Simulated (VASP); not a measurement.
# Li2GePbS4 in VASP: notebook, part 2 of 2

VASP 6.6.1. The steps go on from the part before.

## Step 3: Single point, PBE

INCAR

```
SYSTEM = Li2GePbS4
PREC = Accurate ; ENCUT = 650
EDIFF = 1E-6 ; ISMEAR = -1
SIGMA = 0.1 ; LREAL = .False.
LASPH = .True. ; NELM = 120
ALGO = Normal ; ISIF = 2
LWAVE = .False. ; LCHARG = .False.
GGA = PE ; NBANDS = 39
GGA_COMPAT = .False.
```

KPOINTS

```
Automatic mesh
0
Gamma
  3 3 3
  0 0 0
```

POSCAR

```
Li2GePbS4
1.0
    5.7003140000      0.3596400000     -0.7426660000
    0.9231290000      5.9764090000     -0.3997900000
    0.2368030000      0.0317840000      5.3149610000
Pb Ge S Li
1 1 4 2
Direct
    0.1952066088      0.5991620061      0.7355490077
    0.7312560392      0.7793390525      0.9148046350
    0.1518143986      0.0262064043      0.0315340885
    0.7346167703      0.8451218747      0.4138386288
    0.3457003664      0.1875173573      0.4800811281
   -0.0319212348      0.4530661393      0.1882897158
    0.5528097531      0.1623147646      0.1647080435
    0.9137297336      0.1669365106      0.6544920186
```

Potentials or basis: VASP PAW PBE potentials, release 64 (Pb_d, Ge_d, S, Li_sv).

Started as:

```
$ cat potpaw_PBE.64/Pb_d/POTCAR potpaw_PBE.64/Ge_d/POTCAR potpaw_PBE.64/S/POTCAR potpaw_PBE.64/Li_sv/POTCAR > POTCAR
$ mpirun -np 1 vasp_std > vasp.out
```

Run time: 3.8 min. Hardware: 1 thread of Intel Xeon 8259CL, shared host; peak memory 0.42 GiB.

It converged, with:

| Quantity | Value |
| --- | --- |
| Free energy | -28.9561 eV |
| Pressure | 0.1 GPa |
| Largest force | 1.479 eV/Å |
| Band gap on the k mesh | zero (bands 29 and 30 overlap by 0.07 eV) |

Forces on the atoms (eV/Å):
```
Pb   0.751  0.122 -0.117
Ge  -0.355  0.202  0.667
S   -0.633 -0.477 -0.293
S   -0.108 -0.329  0.066
S    0.296  0.121  1.444
S   -0.504  0.290 -0.514
Li   0.387  0.289 -0.935
Li   0.167 -0.219 -0.319
```

Stress tensor (GPa, compression positive):
```
-0.84 -1.51 -1.13
-1.51 -0.37 -0.08
-1.13 -0.08  1.36
```

Levels at points of the mesh, in eV from the Fermi level:
```csv
k point,band 27,band 28,band 29,band 30,band 31,band 32
"(0.00, 0.00, 0.00)",-1.47,-0.97,-0.42,-0.05,0.69,1.62
```

Caveat: the k points lie up to 0.40 Å⁻¹ apart; spin-orbit coupling is left out, which moves the levels of the heavy elements.

## Step 4: Single point, PBE

INCAR

```
SYSTEM = Li2GePbS4
ALGO = Normal ; EDIFF = 1E-6
ENCUT = 650 ; GGA = PE
GGA_COMPAT = .False. ; ISIF = 2
ISMEAR = -1 ; LASPH = .True.
LCHARG = .False. ; LREAL = .False.
LWAVE = .False. ; NBANDS = 39
NELM = 120 ; PREC = Accurate
SIGMA = 0.1
```

KPOINTS

```
k-points
0
Gamma
  3 3 3
  0 0 0
```

POSCAR

```
Li2GePbS4
1.0
    5.7003140000      0.3596400000     -0.7426660000
    0.9231290000      5.9764090000     -0.3997900000
    0.2368030000      0.0317840000      5.3149610000
Pb Ge S Li
1 1 4 2
Direct
    0.1928612550      0.6027148591      0.7287902715
    0.7561138178      0.7833065744      0.9346452702
    0.1362082937      0.0109726809      0.0281531768
    0.7239225741      0.8338043944      0.4204127446
    0.3596283894      0.2019897593      0.5092446141
   -0.0703039776      0.4542464789      0.1627667307
    0.5425966444      0.1449534819      0.1502091985
    0.9682831976      0.0870520813      0.6315689919
```

Potentials or basis: VASP PAW PBE potentials, release 64 (Pb_d, Ge_d, S, Li_sv).

Started as:

```
$ cat potpaw_PBE.64/Pb_d/POTCAR potpaw_PBE.64/Ge_d/POTCAR potpaw_PBE.64/S/POTCAR potpaw_PBE.64/Li_sv/POTCAR > POTCAR
$ mpirun -np 1 vasp_std > vasp.out
```

OUTCAR:

```text
SYSTEM = Li2GePbS4
   EDIFF = 1E-6
   ENCUT = 650
   GGA = PE
   ISIF = 2
   ISMEAR = -1
   LASPH = .True.
   LREAL = .False.
   NELM = 120
   PREC = Accurate

 ion  position               nearest neighbor table
   1  0.193  0.603  0.729-   5 2.65   2 2.80   3 2.84   8 2.99   4 3.13   6 3.14   6 3.42
   2  0.756  0.783  0.935-   6 2.37   7 2.53   4 2.60   4 2.76   1 2.80   3 2.83
   3  0.136  0.011  0.028-   8 2.27   7 2.66   6 2.77   2 2.83   1 2.84
   4  0.724  0.834  0.420-   7 2.42   8 2.47   2 2.60   6 2.70   2 2.76   5 2.76   1 3.13
[... 794 lines left out ...]
  Total        0.3070913      2.6241313      2.0453669     -2.8044013      0.5532225     -0.9990485
  in kB        2.7278071     23.3094339     18.1684291    -24.9107219      4.9141227     -8.8742718
  external PRESSURE =      14.7352234 kB  Pullay stress =       0.0000000 kB

 VOLUME and BASIS-vectors are now :
 -----------------------------------------------------------------------------
  energy-cutoff  :      650.00
  volume of cell :      180.37
      direct lattice vectors                 reciprocal lattice vectors
     5.700314000  0.359640000 -0.742666000     0.176177187 -0.027726699 -0.007683597
     0.923129000  5.976409000 -0.399790000    -0.010728375  0.168946077 -0.000532322
     0.236803000  0.031784000  5.314961000     0.023810468  0.008833795  0.187034455

 POSITION                                       TOTAL-FORCE (eV/Angst)
 -----------------------------------------------------------------------------------
      1.82833      3.69460      3.48930         0.889312     -0.462292     -0.520277
      5.25451      4.98300      4.09290        -0.448990      0.472270      0.994953
      0.79323      0.11546      0.04409        -0.703152     -0.644548      0.033203
      4.99585      5.25687      1.36350        -0.244777     -0.405389     -0.081508
      2.35705      1.35270      2.35878         0.754374     -0.061297      0.966817
      5.75743      3.05429     -0.00696        -0.204956      0.139573     -0.368669
      3.26235      1.06622      0.33744        -0.117757      0.481537     -0.375321
      5.74944      0.88857      2.60285         0.075946      0.480145     -0.649198
 -----------------------------------------------------------------------------------
    total drift:                               -0.000109      0.000484      0.000268

  FREE ENERGIE OF THE ION-ELECTRON SYSTEM (eV)
  ---------------------------------------------------
  free  energy   TOTEN  =       -29.5739356936 eV

  energy  without entropy=      -29.5054065911  energy(sigma->0) =      -29.53967114
```

Wall time 4.2 min (1 thread of Intel Xeon 8259CL, shared host); peak memory 0.42 GiB.

What came out:

- Free energy: -29.5739 eV
- Pressure: 1.5 GPa
- Largest force: 1.228 eV/Å
- Band gap on the k mesh: 0.20 eV (least direct gap 0.32 eV)

Forces on the atoms (eV/Å):
```
Pb   0.889 -0.462 -0.520
Ge  -0.449  0.472  0.995
S   -0.703 -0.645  0.033
S   -0.245 -0.405 -0.082
S    0.754 -0.061  0.967
S   -0.205  0.140 -0.369
Li  -0.118  0.482 -0.375
Li   0.076  0.480 -0.649
```

Caveat: spin-orbit coupling is left out, which moves the levels of the heavy elements.

## Step 5: The runs side by side

```csv
cell,gap on the mesh (eV),pressure (GPa),largest force (eV/Å)
"as given, atomic positions A",none,-2.5,0.79
"as given, atomic positions B",none,0.1,1.48
"as given, atomic positions C",0.20,1.5,1.23
```

Alike in all rows: task single point; level PBE; potentials or basis VASP PAW PBE potentials, release 64 (Pb_d, Ge_d, S, Li_sv); no spin polarisation; k mesh 3 × 3 × 3; cutoff (eV) 650; smearing fermi-dirac 0.1 eV.

Caveats: some runs use coarse meshes; spin-orbit coupling is left out, which moves the levels of the heavy elements.

Total energies depend on the potentials used, so only differences within one code and one set of settings carry meaning.
